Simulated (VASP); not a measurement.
Write the native input for VASP 6.6.1 that does the following.

```
Task                   : single point
Functional             : PBE
Potentials or basis    : VASP PAW PBE potentials, release 64 (Ag, O)
Cutoff                 : 520 eV
k mesh                 : 11 × 11 × 11
Occupations            : fermi-dirac, width 0.0612256 eV
Spin                   : no spin polarisation
Dipole correction      : no
Further INCAR settings : ALGO = Normal; EDIFF = 1e-07; NBANDS = 65
```

The structure of Ag2O5 (cubic X2O5 type) lies in POSCAR:

```
Ag2O5
1.0
    5.2764934941      0.0000000000      0.0000000000
    0.0000000000      5.2764934941      0.0000000000
    0.0000000000      0.0000000000      5.2764934941
Ag O
4 10
Direct
    0.0000000000      0.0000000000      0.0000000000
    0.5000000000      0.5000000000      0.0000000000
    0.5000000000      0.0000000000      0.5000000000
    0.0000000000      0.5000000000      0.5000000000
    0.5000000000      0.0000000000      0.0000000000
    0.0000000000      0.5000000000      0.0000000000
    0.0000000000      0.0000000000      0.5000000000
    0.5000000000      0.5000000000      0.5000000000
    0.7500000000      0.7500000000      0.2500000000
    0.7500000000      0.2500000000      0.7500000000
    0.2500000000      0.7500000000      0.7500000000
    0.7500000000      0.2500000000      0.2500000000
    0.2500000000      0.7500000000      0.2500000000
    0.2500000000      0.2500000000      0.7500000000
```

The input as run:

INCAR

```
PREC = Accurate
ENCUT = 520
EDIFF = 1E-7
ISMEAR = -1
SIGMA = 0.06122561905347299
LREAL = False
LASPH = True
NELM = 80
ALGO = Normal
ISIF = 2
LWAVE = False
LCHARG = True
GGA = PE
LELF = True
LVHAR = True
NBANDS = 65
```

KPOINTS

```
regular mesh
0
Gamma
  11 11 11
```

Potentials or basis: VASP PAW PBE potentials, release 64 (Ag, O).

Command:

```sh
$ cat potpaw_PBE.64/Ag/POTCAR potpaw_PBE.64/O/POTCAR > POTCAR
$ mpirun -np 1 vasp_std > vasp.out
```

Results of the run:

- Pressure: 2.5 GPa
- Band gap on the k mesh: zero (bands 52 and 53 overlap by 0.34 eV)

Run time: 25 min on 1 thread of Intel Xeon 8259CL (shared host), peak memory 0.49 GiB.
